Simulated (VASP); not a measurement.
# Zn3SnO3 (P1) in VASP: further runs, part 2 of 2

VASP 6.6.1. The steps go on from the part before.

## (3) Relaxation of cell and atoms, PBE

INCAR

```
SYSTEM = Zn3SnO3
PREC = Accurate
ENCUT = 600
EDIFF = 1E-6
ISMEAR = 0
SIGMA = 0.1
LREAL = .FALSE.
LASPH = .TRUE.
NELM = 60
ALGO = Normal
ISIF = 3
LWAVE = .FALSE.
LCHARG = .FALSE.
GGA = PE
IBRION = 2
NSW = 90
EDIFFG = -0.04
```

KPOINTS

```
Automatic mesh
0
G
  4 4 4
  0 0 0
```

POSCAR

```
Zn3SnO3
1.0
    4.6547107857      0.0000000000      0.0000000000
    0.3341287415      4.6442608873      0.0000000000
    2.0215381080      1.8110367268      4.6027146890
Zn Sn O
3 1 3
Direct
    0.7007045436      0.4112284174      0.1270543313
    0.4859975755      0.6313227289      0.5500921837
    0.2772777936      0.8491133744      0.1247786373
    0.0139959050      0.1374383330      0.6030671468
    0.1124266092      0.7055578039      0.8813510841
    0.8429281542      0.9911395413      0.3528830721
    0.5810714289      0.2597988110      0.8607745547
```

Potentials or basis: VASP PAW PBE potentials, release 64 (Zn, Sn_d, O).

Command:

```sh
> cat potpaw_PBE.64/Zn/POTCAR potpaw_PBE.64/Sn_d/POTCAR potpaw_PBE.64/O/POTCAR > POTCAR
> mpirun -np 1 vasp_std > vasp.out
```

OUTCAR:

```text
SYSTEM = Zn3SnO3
   PREC = Accurate
   ENCUT = 600
   EDIFF = 1E-6
   ISMEAR = 0
   LREAL = .FALSE.
   LASPH = .TRUE.
   NELM = 60
   ISIF = 3
   GGA = PE
   IBRION = 2
   NSW = 90
   EDIFFG = -0.04

 ion  position               nearest neighbor table
   1  0.701  0.411  0.127-   7 2.05   6 2.10   5 2.11   2 2.64   3 2.73   4 3.22   4 3.22   4 3.29

   2  0.486  0.631  0.550-   7 2.07   5 2.08   6 2.11   3 2.64   1 2.64   4 3.12   4 3.16   4 3.26

   3  0.277  0.849  0.125-   5 2.05   6 2.13   7 2.13   2 2.64   1 2.73   4 3.12   4 3.27   4 3.32

   4  0.014  0.137  0.603-   6 2.11   7 2.14   5 2.16   2 3.12   3 3.12   2 3.16   1 3.22   1 3.22
                             2 3.26   3 3.27   1 3.29   3 3.32
   5  0.112  0.706  0.881-   3 2.05   2 2.08   1 2.11   4 2.16
   6  0.843  0.991  0.353-   1 2.10   4 2.11   2 2.11   3 2.13
   7  0.581  0.260  0.861-   1 2.05   2 2.07   3 2.13   4 2.14

  LATTYP: Found a triclinic cell.
[... 409 lines left out ...]
  ---------------------------------------------------
  ext. energy  EPLUGINS =         0.00000000
  ---------------------------------------------------
  free energy    TOTEN  =       -28.96353224 eV

  energy without entropy =      -28.96286328  energy(sigma->0) =      -28.96319776

 E-fermi :   4.4766     XC(G=0): -10.7614

 val. band max:        4.3461274263   @ k =  -0.2500   0.2500   0.0000
 cond. band min:       4.6129593336   @ k =  -0.2500   0.2500   0.0000
 fundamental gap:      0.2668319074
 Fermi energy:         4.4766048767

 k-point     1 :       0.0000    0.0000    0.0000
  band No.  band energies     occupation
      1     -17.4679      2.00000
      2     -17.4607      2.00000
      3     -17.2398      2.00000
      4     -17.2135      2.00000
      5     -17.2026      2.00000
      6     -15.1044      2.00000
[... 1021 lines left out ...]
     39       9.3922      0.00000
     40      10.2561      0.00000

 [... further k-points ...]
[... 5 lines left out ...]
  --------------------------------------------------------------------------------------
  -------------------------------------------------------------------------------------
  Total        0.0678208     -0.0045181      0.0771470      0.0310320     -0.0104959     -0.0266431
  in kB        1.0888542     -0.0725382      1.2385849      0.4982154     -0.1685102     -0.4277509
  external PRESSURE =       0.7516336 kB  Pullay stress =       0.0000000 kB
[... 22 lines left out ...]
  FREE ENERGIE OF THE ION-ELECTRON SYSTEM (eV)
  ---------------------------------------------------
  free  energy   TOTEN  =       -28.9635322359 eV

  energy  without entropy=      -28.9628632762  energy(sigma->0) =      -28.96319776

 reached required accuracy - stopping structural energy minimisation
```

CONTCAR:

```text
Zn3SnO3
   1.00000000000000
     4.6613340304659028    0.0527189895263070   -0.0357812941896695
     0.3871011755663811    4.6715120896442484   -0.0116812559471834
     2.0096131734036717    1.8342712576460174    4.5683453911449323
  Zn              Sn              O
     3     1     3
Direct
     0.7034922001126255    0.4174604817358739    0.1239702142541300
     0.4874753760470960    0.6274324762314761    0.5477908352759596
     0.2782575525436133    0.8460917449202771    0.1237178961645298
     0.0104997999413958    0.1426910051879068    0.6060324357388385
     0.1130593967086566    0.7075293076798408    0.8749390995850136
     0.8467063682685789    0.9885835417952642    0.3549914590381764
     0.5749113163780391    0.2558104523493609    0.8685590699433504

  0.00000000E+00  0.00000000E+00  0.00000000E+00
  0.00000000E+00  0.00000000E+00  0.00000000E+00
  0.00000000E+00  0.00000000E+00  0.00000000E+00
  0.00000000E+00  0.00000000E+00  0.00000000E+00
  0.00000000E+00  0.00000000E+00  0.00000000E+00
  0.00000000E+00  0.00000000E+00  0.00000000E+00
  0.00000000E+00  0.00000000E+00  0.00000000E+00
```

Wall time 31 min (1 thread of Oxide Virtual Turin-like, shared host); peak memory 0.34 GiB.

What came out:

```
Free energy                           : -28.9635 eV
Relaxed volume                        : 14.26 Å³/atom
Relaxed cell                          : a = 4.662 Å, b = 4.688 Å, c = 5.317 Å, α = 68.11°, β = 67.96°, γ = 84.61°
Space group after relaxing (to 0.1 Å) : Cm (No. 8)
Energy gained by relaxing             : 3.0 meV/atom
Ionic steps                           : 10
Pressure after relaxing               : 0.1 GPa
Largest force after relaxing          : 0.035 eV/Å
Band gap on the k mesh                : 0.27 eV
```

Forces in eV/Å, atoms in the order of the input:
```
Zn   0.006 -0.008  0.020
Zn  -0.001 -0.005 -0.001
Zn   0.012 -0.002  0.020
Sn  -0.015  0.015 -0.001
O    0.019 -0.002 -0.029
O   -0.001 -0.006 -0.013
O   -0.020  0.009  0.003
```

Step by step:
```csv
step,energy change (eV),largest force (eV/Å),pressure (GPa),volume (Å³)
1,0.0000,0.2151,0.59,99.50
2,-0.0105,0.1102,-0.35,100.25
3,-0.0111,0.1486,-0.64,100.47
4,-0.0167,0.0915,-0.08,99.97
5,-0.0174,0.1082,0.19,99.73
6,-0.0188,0.0590,-0.02,99.88
7,-0.0189,0.0665,-0.04,99.91
8,-0.0198,0.0501,-0.05,99.90
9,-0.0206,0.0636,-0.03,99.86
10,-0.0213,0.0350,0.08,99.79
```

Final structure:
```cif
data_structure
_symmetry_space_group_name_H-M 'P 1'
_symmetry_Int_Tables_number 1
_cell_length_a 4.6618
_cell_length_b 4.6875
_cell_length_c 5.3172
_cell_angle_alpha 68.108
_cell_angle_beta 67.962
_cell_angle_gamma 84.614
_cell_volume 99.79
loop_
_atom_site_label
_atom_site_type_symbol
_atom_site_fract_x
_atom_site_fract_y
_atom_site_fract_z
_atom_site_occupancy
Zn1 Zn 0.70349 0.41746 0.12397 1
Zn2 Zn 0.48748 0.62743 0.54779 1
Zn3 Zn 0.27826 0.84609 0.12372 1
Sn1 Sn 0.01050 0.14269 0.60603 1
O1 O 0.11306 0.70753 0.87494 1
O2 O 0.84671 0.98858 0.35499 1
O3 O 0.57491 0.25581 0.86856 1
```

Caveat: spin-orbit coupling is left out, which moves the levels of the heavy elements.
